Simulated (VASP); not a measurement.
**Sc18Pt: single point with PBE+D3(BJ)**

System: Sc18Pt, a slab with vacuum.

```
Sc Pt
1.0
     6.62000    0.00000    0.00000
     4.96500    8.59963    0.00000
     0.00000    0.00000   16.27614
Sc Pt
18 1
Direct
  0.00000 0.00000 0.06144
  0.50000 0.00000 0.06144
  0.00000 0.33333 0.06144
  0.50000 0.33333 0.06144
  0.00000 0.66667 0.06144
  0.50000 0.66667 0.06144
  0.83076 0.22495 0.21360
  0.33256 0.22441 0.21361
  0.83055 0.56047 0.21556
  0.33236 0.55537 0.21920
  0.83478 0.88761 0.20840
  0.33500 0.88566 0.21061
  0.00348 0.99950 0.35930
  0.49699 0.99991 0.35924
  0.99731 0.33820 0.36491
  0.50980 0.32062 0.37486
  0.99072 0.67833 0.37662
  0.50178 0.66685 0.36919
  0.79660 0.93733 0.47020
```

```json
{
  "Program": "VASP 6.6.1",
  "Task": "single point",
  "Functional": "PBE",
  "Dispersion": "D3(BJ)",
  "Potentials or basis": "VASP PAW PBE potentials, release 64 (Sc_sv, Pt)",
  "Cutoff": "520 eV",
  "k mesh": "3 × 2 × 1",
  "Occupations": "fermi-dirac, width 0.05 eV",
  "Spin": "no spin polarisation",
  "Dipole correction": "no",
  "Further INCAR settings": "LREAL = Auto; ALGO = Normal; EDIFF = 1e-07; NBANDS = 119"
}
```

```yaml
Largest_force: 0.146 eV/Å
Band_gap_on_the_k_mesh: zero (bands 104 and 105 overlap by 0.07 eV)
Dispersion_energy_per_atom: -0.283 eV
```

Forces in eV/Å, atoms in the order of the input:
```
Sc   0.018  0.050 -0.093
Sc  -0.018  0.038 -0.073
Sc   0.005  0.072  0.075
Sc   0.001  0.046  0.001
Sc   0.021 -0.094 -0.045
Sc  -0.026 -0.054  0.096
Sc  -0.001  0.001  0.000
Sc   0.000  0.003  0.005
Sc  -0.002  0.000 -0.003
Sc   0.004  0.005 -0.011
Sc   0.000  0.006  0.005
Sc   0.001  0.006  0.009
Sc   0.019  0.018 -0.004
Sc  -0.020  0.017 -0.003
Sc  -0.004 -0.001  0.011
Sc  -0.002  0.039 -0.017
Sc   0.005 -0.028 -0.024
Sc  -0.002  0.008  0.007
Pt   0.001 -0.130  0.066
```

Levels at points of the mesh, in eV from the Fermi level:
```
           k point  band 102  band 103  band 104  band 105  band 106  band 107
(0.00, 0.00, 0.00)     -0.17     -0.11     -0.09     -0.08     -0.02      0.06
(0.00, 0.50, 0.00)     -0.18     -0.11     -0.05      0.08      0.11      0.20
```

It took 40 min on 1 thread of Intel(R) Xeon(R) Platinum 8175M CPU @ 2.50GHz (Skylake/Cascade Lake) (shared host), peak memory 1.1 GiB.

Caveat: the k points lie up to 0.37 Å⁻¹ apart; there is no dipole correction, which matters where the two faces differ; spin-orbit coupling is left out, which moves the levels of the heavy elements.
